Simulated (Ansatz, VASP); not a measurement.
# PbSe: VASP beside Ansatz

```
Pb Se
1.0
     3.78432    0.00000    0.00000
     0.00000    3.78432    0.00000
     0.00000    0.00000    3.78432
Pb Se
1 1
Direct
  0.00000 0.00000 0.00000
  0.50000 0.50000 0.50000
```

Alike in both runs: task single point; functional PBE; k mesh 7 × 7 × 7; occupations gaussian, width 0.015 eV; no spin polarisation.

|  | VASP | Ansatz |
| --- | --- | --- |
| version | VASP 6.6.1 | Ansatz 0.2.0 |
| potentials or method | VASP PAW PBE potentials, release 64 (Pb_d, Se) | Ansatz PAW |
| plane-wave cutoff (eV) | 520 | 420 |
| valence electrons in the cell | 20 | 30 |

|  | VASP | Ansatz | Ansatz less VASP |
| --- | --- | --- | --- |
| gap on the k mesh at the Fermi level (eV) | none | none | - |
| pressure (GPa) | -0.2 | -0.2 | +0.03 |

A gap of «none» marks a metal or a gap that the smearing closes. VASP's potentials hold 20 valence electrons a cell and Ansatz's 30, so a difference there can come from the potentials and not from the codes.

Spin-orbit coupling is off throughout.
